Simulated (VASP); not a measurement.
# Cs (R-3m) in VASP: a series of runs

The runs below take Cs through single point, with PBEsol.

Everything below comes from runs of VASP 6.6.1. Logs are shortened: lines on timing, memory, paths and dates and some standing lists are left out, and cuts for length are marked.

**1. The cell of the first run**

The structure is trigonal, space group R-3m (No. 166). Conventional cell: a = 4.980 Å, b = 4.980 Å, c = 17.198 Å, α = 90.00°, β = 90.00°, γ = 120.00°.

**2. Single point, PBEsol**

File INCAR:

```
  ALGO = Fast
  EDIFF = 1E-6
  ENCUT = 520
  GGA = PS
  ISIF = 2
  ISMEAR = 0
  LASPH = T
  LCHARG = F
  LREAL = F
  LWAVE = F
  NBANDS = 10
  NELM = 100
  PREC = Accurate
  SIGMA = 0.15
```

File KPOINTS:

```
k-points
0
Gamma
  12 12 12
```

File POSCAR:

```
Cs
1.0
    0.9624251613      4.4834928244      4.4834928244
    4.4834928244      0.9624251613      4.4834928244
    4.4834928244      4.4834928244      0.9624251613
Cs
1
Direct
    0.0000000000      0.0000000000      0.0000000000
```

Potentials or basis: VASP PAW PBE potentials, release 64 (Cs_sv).

On the command line:

```sh
$ cat potpaw_PBE.64/Cs_sv/POTCAR > POTCAR
$ mpirun -np 1 vasp_std > vasp.out
```

OUTCAR:

```text
EDIFF = 1E-6
   ENCUT = 520
   GGA = PS
   ISIF = 2
   ISMEAR = 0
   LASPH = T
   LREAL = F
   NELM = 100
   PREC = Accurate

 ion  position               nearest neighbor table
   1  0.000  0.000  0.000-

  LATTYP: Found a trigonal (rhomboedric) cell.
 ALAT       =     6.4132423940
 COS(alpha) =     0.6985651702

  Lattice vectors:

 A1 = (   0.9624251613,   4.4834928244,   4.4834928244)
 A2 = (   4.4834928244,   0.9624251613,   4.4834928244)
 A3 = (   4.4834928244,   4.4834928244,   0.9624251613)

Analysis of symmetry for initial positions (statically):
=====================================================================
 Subroutine PRICEL returns:
 Original cell was already a primitive cell.

 Routine SETGRP: Setting up the symmetry group for a
 trigonal (rhombohedral) supercell.

 Subroutine GETGRP returns: Found 12 space group operations
 (whereof 12 operations were pure point group operations)
 out of a pool of 12 trial point group operations.

The static configuration has the point symmetry D_3d.

Analysis of symmetry for dynamics (positions and initial velocities):
=====================================================================
 Subroutine PRICEL returns:
 Original cell was already a primitive cell.

 Routine SETGRP: Setting up the symmetry group for a
 trigonal (rhombohedral) supercell.

 Subroutine GETGRP returns: Found 12 space group operations
 (whereof 12 operations were pure point group operations)
 out of a pool of 12 trial point group operations.

The dynamic configuration has the point symmetry D_3d.

 Subroutine INISYM returns: Found 12 space group operations
 (whereof 12 operations are pure point group operations),
 and found     1 'primitive' translations

----------------------------------------------------------------------------------------

                                     Primitive cell

  volume of cell :     123.1040

  direct lattice vectors                    reciprocal lattice vectors
     0.962425161  4.483492824  4.483492824    -0.155766208  0.128238559  0.128238559
     4.483492824  0.962425161  4.483492824     0.128238559 -0.155766208  0.128238559
     4.483492824  4.483492824  0.962425161     0.128238559  0.128238559 -0.155766208

  length of vectors
     6.413242394  6.413242394  6.413242394     0.239067705  0.239067705  0.239067705

  position of ions in fractional coordinates (direct lattice)
     0.000000000  0.000000000  0.000000000

  ion indices of the primitive-cell ions
[... 80 lines left out ...]
   ISIF   =      2    stress and relaxation
   ISYM   =      2    0-nonsym 1-usesym 2-fastsym
   POTIM  = 0.5000    time-step for ionic-motion
   TEBEG  =    0.0;   TEEND  =   0.0 temperature during run
   PSTRESS=    0.0 pullay stress
   NELECT =       9.0000    total number of electrons
   NUPDOWN=      -1.0000    fix difference up-down
   EMIN   =  10.00;   EMAX   =-10.00  energy-range for DOS
   EFERMI =   0.00;   METHOD = LEGACY
   ISMEAR =     0;   SIGMA  =   0.15  broadening in eV -4-tet -1-fermi 0-gaus
   EFERMI_NEDOS =   21; number of points for ismear=-14 and -15
   IALGO  =     68    algorithm
   IMIX   =      4    mixing-type and parameters
     AMIX     =   0.40;   BMIX     =  1.00
     AMIX_MAG =   1.60;   BMIX_MAG =  1.00
  volume/ion in A,a.u.               =     123.10       830.75
  Fermi-wavevector in a.u.,A,eV,Ry     =   0.684539  1.293591  6.375605  0.468594
  Thomas-Fermi vector in A             =   1.764221
   LORBIT       =      0    0 simple, 1 ext, 2 COOP (PROOUT), +10 PAW based schemes
   GGA     = PS    functional components
   LHFCALC =     F    Hartree Fock is set to
   AEXX    =    0.0000 exact exchange contribution
   IVDW    =     0    specifies the selected vdW correction
   LEPSILON=     F    determine dielectric tensor
   LRPA    =     F    only Hartree local field effects (RPA)
 non-spin polarized calculation
 RMM-DIIS sequential band-by-band and
 Gauss-broadening in eV      SIGMA  =   0.15
  energy-cutoff  :      520.00
  volume of cell :      123.10
 maximum number of plane-waves:      3358
   NGX = 23   NGY = 23   NGZ = 23

 number of electron       9.0000000 magnetization

 Free energy of the ion-electron system (eV)
  ---------------------------------------------------
  ext. energy  EPLUGINS =         0.00000000
  ---------------------------------------------------
  free energy    TOTEN  =        -0.85758208 eV

  energy without entropy =       -0.84592294  energy(sigma->0) =       -0.85175251

 E-fermi :   0.2721     XC(G=0):  -5.2718

 val. band max:        0.2670110143   @ k =  -0.4167   0.2500   0.2500
 cond. band min:       0.2731254727   @ k =  -0.4167   0.4167   0.2500
 fundamental gap:      0.0061144584
 Fermi energy:         0.2721133765

 k-point     1 :       0.0000    0.0000    0.0000
  band No.  band energies     occupation
      1     -23.7271      2.00000
      2     -10.4955      2.00000
      3     -10.3984      2.00000
      4     -10.3984      2.00000
      5      -1.3903      2.00000
      6       1.5022      0.00000
      7       2.9023      0.00000
      8       2.9023      0.00000
      9       3.7278      0.00000
     10       4.1420      0.00000
[... 287 lines left out ...]
 k-point    24 :      -0.4167    0.1667   -0.0000
  band No.  band energies     occupation
      1     -23.7117      2.00000
      2     -10.6290      2.00000
      3     -10.4967      2.00000
      4     -10.4676      2.00000
      5       0.7180      0.00003
      6       1.2870      0.00000
      7       1.8271      0.00000
      8       2.5791      0.00000
      9       3.0909      0.00000
     10       4.3832      0.00000

 [... further k-points ...]

------------------------ aborting loop because EDIFF is reached ----------------------------------------

  FORCE on cell =-STRESS in cart. coord.  units (eV):
  Direction    XX          YY          ZZ          XY          YZ          ZX
  --------------------------------------------------------------------------------------
  -------------------------------------------------------------------------------------
  Total        0.0094434      0.0094434      0.0094434     -0.2528202     -0.2528202     -0.2528202
  in kB        0.1229046      0.1229046      0.1229046     -3.2904110     -3.2904110     -3.2904110
  external PRESSURE =       0.1229046 kB  Pullay stress =       0.0000000 kB

 VOLUME and BASIS-vectors are now :
 -----------------------------------------------------------------------------
  energy-cutoff  :      520.00
  volume of cell :      123.10
      direct lattice vectors                 reciprocal lattice vectors
     0.962425161  4.483492824  4.483492824    -0.155766208  0.128238559  0.128238559
     4.483492824  0.962425161  4.483492824     0.128238559 -0.155766208  0.128238559
     4.483492824  4.483492824  0.962425161     0.128238559  0.128238559 -0.155766208

 POSITION                                       TOTAL-FORCE (eV/Angst)
 -----------------------------------------------------------------------------------
      0.00000      0.00000      0.00000         0.000000      0.000000      0.000000
 -----------------------------------------------------------------------------------
    total drift:                               -0.000000     -0.000000     -0.000000

  FREE ENERGIE OF THE ION-ELECTRON SYSTEM (eV)
  ---------------------------------------------------
  free  energy   TOTEN  =        -0.8575820797 eV

  energy  without entropy=       -0.8459229415  energy(sigma->0) =       -0.85175251
```

OSZICAR:

```text
N       E                     dE             d eps       ncg     rms          rms(c)
DAV:   1     0.533036301497E+02    0.53304E+02   -0.28367E+03  3780   0.617E+02
DAV:   2     0.469854591065E+01   -0.48605E+02   -0.47262E+02  4986   0.107E+02
DAV:   3    -0.773739930580E+00   -0.54723E+01   -0.54655E+01  4324   0.416E+01
DAV:   4    -0.856251310377E+00   -0.82511E-01   -0.82496E-01  5336   0.610E+00
DAV:   5    -0.856612375714E+00   -0.36107E-03   -0.36106E-03  5144   0.350E-01    0.151E-01
RMM:   6    -0.856774456524E+00   -0.16208E-03   -0.88191E-04  4114   0.162E-01    0.104E-01
RMM:   7    -0.857524512001E+00   -0.75006E-03   -0.35262E-03  4181   0.317E-01    0.335E-02
RMM:   8    -0.857579668064E+00   -0.55156E-04   -0.16526E-04  5027   0.802E-02    0.493E-03
RMM:   9    -0.857582142883E+00   -0.24748E-05   -0.29178E-05  5669   0.288E-02    0.228E-03
RMM:  10    -0.857582079719E+00    0.63164E-07   -0.51143E-06  5300   0.129E-02
   1 F= -.85758208E+00 E0= -.85175251E+00  d E =-.116591E-01
```

Wall time 3.9 min (1 thread of Oxide Virtual Turin-like, shared host); peak memory 0.42 GiB.

What came out:

```yaml
Free_energy: -0.8576 eV
Pressure: 0.0 GPa
Band_gap_on_the_k_mesh: zero (an odd number of electrons rules out a gap without spin polarisation)
```

Stress tensor (GPa, compression positive):
```
 0.01 -0.33 -0.33
-0.33  0.01 -0.33
-0.33 -0.33  0.01
```

Caveat: the PAW data sets were made with another functional, which shifts forces and pressure a little; spin-orbit coupling is left out, which moves the levels of the heavy elements.

**3. Single point, PBEsol**

This run uses another cell than the first one, of the same volume but with other edges.

File INCAR:

```
SYSTEM = Cs
PREC = Accurate
ENCUT = 520
EDIFF = 1E-6
ISMEAR = 0
SIGMA = 0.15
LREAL = .FALSE.
LASPH = .TRUE.
NELM = 80
ALGO = Fast
ISIF = 2
LWAVE = .FALSE.
LCHARG = .FALSE.
GGA = PS
NBANDS = 10
```

File KPOINTS:

```
Automatic mesh
0
G
  12 12 12
  0 0 0
```

File POSCAR:

```
Cs
1.0
   -1.2483385740      3.4329310785      3.4329310785
    3.4329310785     -1.2483385740      3.4329310785
    3.4329310785      3.4329310785     -1.2483385740
Cs
1
Direct
    0.0000000000      0.0000000000      0.0000000000
```

Potentials or basis: VASP PAW PBE potentials, release 64 (Cs_sv).

On the command line:

```sh
$ cat potpaw_PBE.64/Cs_sv/POTCAR > POTCAR
$ mpirun -np 1 vasp_std > vasp.out
```

It took 2.4 min on 1 thread of Oxide Virtual Turin-like, shared host; peak memory 0.35 GiB.

It converged, with:

```yaml
Free_energy: -0.8636 eV
Pressure: -0.1 GPa
Band_gap_on_the_k_mesh: zero (an odd number of electrons rules out a gap without spin polarisation)
```

Stress tensor (GPa, compression positive):
```
-0.08  0.09  0.09
 0.09 -0.08  0.09
 0.09  0.09 -0.08
```

Levels at points of the mesh, in eV from the Fermi level:
```
           k point  band 2  band 3  band 4  band 5  band 6  band 7  band 8  band 9
(0.00, 0.00, 0.00)  -10.73  -10.73  -10.71   -1.62    1.43    1.43    4.10    4.11
(0.50, 0.00, 0.00)  -10.89  -10.71  -10.71   -0.21    0.44    1.74    3.00    3.05
(0.50, 0.50, 0.00)  -10.88  -10.85  -10.70    0.34    1.12    1.67    2.42    3.18
(0.50, 0.50, 0.50)  -10.88  -10.83  -10.83    0.71    1.34    1.34    2.55    3.52
```

Caveat: the PAW data sets were made with another functional, which shifts forces and pressure a little; spin-orbit coupling is left out, which moves the levels of the heavy elements.

**4. Single point, PBEsol**

This run uses another cell than the first one, of the same volume but with other edges.

File INCAR:

```
SYSTEM = Cs
PREC     = Accurate       ! precision mode
ENCUT    = 520            ! plane-wave cutoff, eV
EDIFF    = 1E-6           ! SCF threshold, eV
ISMEAR   = 0              ! smearing method
SIGMA    = 0.15           ! smearing width, eV
LREAL    = .False.        ! projectors in reciprocal space
LASPH    = .True.         ! aspherical terms in the spheres
NELM     = 100            ! most SCF steps
ALGO     = Fast           ! electronic algorithm
ISIF     = 2              ! what is computed and relaxed
LWAVE    = .False.        ! write WAVECAR
LCHARG   = .False.        ! write CHGCAR
GGA      = PS             ! functional
NBANDS   = 10             ! bands
```

File KPOINTS:

```
Automatic mesh
0
Gamma
  12 12 12
  0 0 0
```

File POSCAR:

```
Cs
1.0
   -0.4168128504      3.7513156533      3.7513156533
    3.7513156533     -0.4168128504      3.7513156533
    3.7513156533      3.7513156533     -0.4168128504
Cs
1
Direct
    0.0000000000      0.0000000000      0.0000000000
```

On the command line:

```sh
$ cat potpaw_PBE.64/Cs_sv/POTCAR > POTCAR
$ mpirun -np 1 vasp_std > vasp.out
```

Wall time 3.2 min (1 thread of Oxide Virtual Turin-like, shared host); peak memory 0.35 GiB.

Results (log left out):

* Free energy: -0.9265 eV
* Pressure: -0.2 GPa
* Band gap on the k mesh: zero (an odd number of electrons rules out a gap without spin polarisation)

Stress tensor (GPa, compression positive):
```
-0.19  0.10  0.10
 0.10 -0.19  0.10
 0.10  0.10 -0.19
```

Levels at points of the mesh, in eV from the Fermi level:
| k point | band 1 | band 2 | band 3 | band 4 | band 5 | band 6 | band 7 | band 8 | band 9 | band 10 |
| --- | --- | --- | --- | --- | --- | --- | --- | --- | --- | --- |
| (0.00, 0.00, 0.00) | -23.91 | -10.64 | -10.64 | -10.62 | -1.62 | 2.07 | 2.07 | 3.02 | 3.54 | 3.54 |
| (0.50, 0.00, 0.00) | -23.90 | -10.75 | -10.64 | -10.64 | -0.11 | 0.59 | 1.99 | 2.84 | 3.79 | 3.80 |
| (0.50, 0.50, 0.00) | -23.90 | -10.75 | -10.69 | -10.65 | 0.33 | 1.06 | 1.36 | 3.33 | 3.75 | 4.01 |
| (0.50, 0.50, 0.50) | -23.90 | -10.77 | -10.67 | -10.67 | 0.25 | 1.16 | 2.00 | 2.00 | 4.14 | 4.45 |

Caveat: the PAW data sets were made with another functional, which shifts forces and pressure a little; spin-orbit coupling is left out, which moves the levels of the heavy elements.

**5. The runs side by side**

```tsv
cell	gap on the mesh (eV)	pressure (GPa)
a = 6.413 Å, angles 45.7°, 1 atom	none	0.0
a = 5.013 Å, angles 82.7°, 1 atom	none	-0.1
a = 5.322 Å, angles 67.3°, 1 atom	none	-0.2
```

Alike in all rows: task single point; level PBEsol; potentials or basis VASP PAW PBE potentials, release 64 (Cs_sv); no spin polarisation; k mesh 12 × 12 × 12; cutoff (eV) 520; smearing gaussian 0.15 eV.

Caveats: the PAW data sets were made with another functional, which shifts forces and pressure a little; spin-orbit coupling is left out, which moves the levels of the heavy elements.

Absolute energies hang on the potentials; compare differences alone.

The gap in the log of VASP goes by the Fermi energy; the results here count the filled bands.